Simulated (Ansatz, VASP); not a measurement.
## KCl: VASP beside Ansatz

The input INCAR:

```
SYSTEM = KCl
ALGO = Normal
EDIFF = 1E-6
ENCUT = 500
GGA = CA
GGA_COMPAT = .FALSE.
ISIF = 2
ISMEAR = -1
LASPH = .TRUE.
LCHARG = .FALSE.
LREAL = .FALSE.
LWAVE = .FALSE.
NBANDS = 15
NELM = 120
PREC = Accurate
SIGMA = 0.05
```

Contents of KPOINTS:

```
k-points
0
G
  7 7 7
  0 0 0
```

Contents of POSCAR:

```
KCl
1.0
    3.8391960000      0.0000000000      0.0000000000
    0.0000000000      3.8391960000      0.0000000000
    0.0000000000      0.0000000000      3.8391960000
K Cl
1 1
Direct
    0.0000000000      0.0000000000      0.0000000000
    0.5000000000      0.5000000000      0.5000000000
```

The input input.yaml:

```yaml
crystal:
  lattice:
    - [3.839196, 0.0, 0.0]
    - [0.0, 3.839196, 0.0]
    - [0.0, 0.0, 3.839196]
  atoms:
    - { symbol: K, position: [0.0, 0.0, 0.0] }
    - { symbol: Cl, position: [0.5, 0.5, 0.5] }
kpoints:
  mp_grid: { grid: [7, 7, 7] }
  band_path:
    path:
      - [0.0, 0.0, 0.0]
      - [0.0, 0.5, 0.0]
      - [0.5, 0.5, 0.0]
      - [0.0, 0.0, 0.0]
      - [0.5, 0.5, 0.5]
      - [0.0, 0.5, 0.0]
    npoints: 12
scf:
  occupations: { method: fermi_dirac, width: 0.05 }
hamiltonian:
  xc: lda
  pseudopotentials: { kind: all_electron, lapw: { basis_error: 0.001 } }
output:
  forces: true
  stress: true
  eigenvalues: true
```

Alike in both runs: functional LDA; k mesh 7 × 7 × 7; occupations fermi-dirac, width 0.05 eV; no spin polarisation.

|  | VASP | Ansatz |
| --- | --- | --- |
| version | VASP 6.6.1 | Ansatz 0.2.0 |
| potentials or method | VASP PAW LDA potentials, release 64 (K_sv, Cl), cutoff 500 eV | all-electron LAPW, scalar-relativistic |
| task | single point | band structure |

Ansatz gave:

| Property | Result |
| --- | --- |
| gap on the k mesh at the Fermi level (eV) | 4.39 |
| least direct gap on the mesh (eV) | 4.57 |
| pressure (GPa) | -3.1 |

Problem. Estimate VASP's values.

Solution. gap on the k mesh at the Fermi level (eV): 4.39; least direct gap on the mesh (eV): 4.58; pressure (GPa): -3.1.

LDA's correlation is that of Perdew and Zunger in VASP and of Perdew and Wang (1992) in Ansatz. Ansatz ran all-electron here, and VASP with PAW potentials.
